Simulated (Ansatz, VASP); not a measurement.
## One calculation of Ti, two programs

Contents of INCAR:

```
PREC = Accurate
ENCUT = 520
EDIFF = 1E-6
ISMEAR = 0
SIGMA = 0.15
LREAL = False
LASPH = True
NELM = 60
ALGO = Fast
ISIF = 2
LWAVE = False
LCHARG = False
GGA = PS
NBANDS = 19
```

KPOINTS

```
Automatic mesh
0
Gamma
  18 18 10
```

File POSCAR:

```
Ti
1.0
   -1.6410000000      1.6410000000      1.6410000000
    1.6410000000     -1.6410000000      1.6410000000
    3.2820000000      3.2820000000      0.0000000000
Ti
2
Direct
    0.0280084953     -0.0280084953      0.0000000000
    0.4719915047      0.5280084953      0.5000000000
```

Input for Ansatz:

```yaml
crystal:
  lattice:
    - [-1.641, 1.641, 1.641]
    - [1.641, -1.641, 1.641]
    - [3.282, 3.282, 0.0]
  atoms:
    - { symbol: Ti, position: [0.0280084953, -0.0280084953, 0.0] }
    - { symbol: Ti, position: [0.4719915047, 0.5280084953, 0.5] }
basis:
  ecutwfc: 420
kpoints:
  mp_grid: { grid: [18, 18, 10] }
hamiltonian:
  xc: pbesol
scf:
  occupations: { method: gaussian, width: 0.15 }
output:
  forces: true
  stress: true
  eigenvalues: true
```

Change from the starting cell: mode 1 (-158.0 1/cm) frozen in, largest displacement -0.130 Å.

Alike in both runs: task single point; functional PBEsol; k mesh 18 × 18 × 10; occupations gaussian, width 0.15 eV; no spin polarisation.

```csv
,VASP,Ansatz
version,VASP 6.6.1,Ansatz 0.2.0
potentials or method,"VASP PAW PBE potentials, release 64 (Ti_sv), cutoff 520 eV","scalar-relativistic, plane waves, PAW"
valence electrons in the cell,24,24
```

|  | VASP | Ansatz | Ansatz less VASP |
| --- | --- | --- | --- |
| gap on the k mesh at the Fermi level (eV) | none | none | - |
| pressure (GPa) | -6.8 | -6.5 | +0.23 |
| traceless stress, the component that is largest in VASP (GPa) | -1.60 | -1.61 | -0.008 |
| rms of the force components (eV/Å) | 0.166 | 0.166 | -0.0003 |

VASP's potentials were made for PBE, not for PBEsol. Atom by atom the forces differ by 0.000 eV/Å (rms over components). A gap of «none» marks a metal or a gap that the smearing closes. The functional is the same, so the differences come from potentials, cutoffs and numerics.
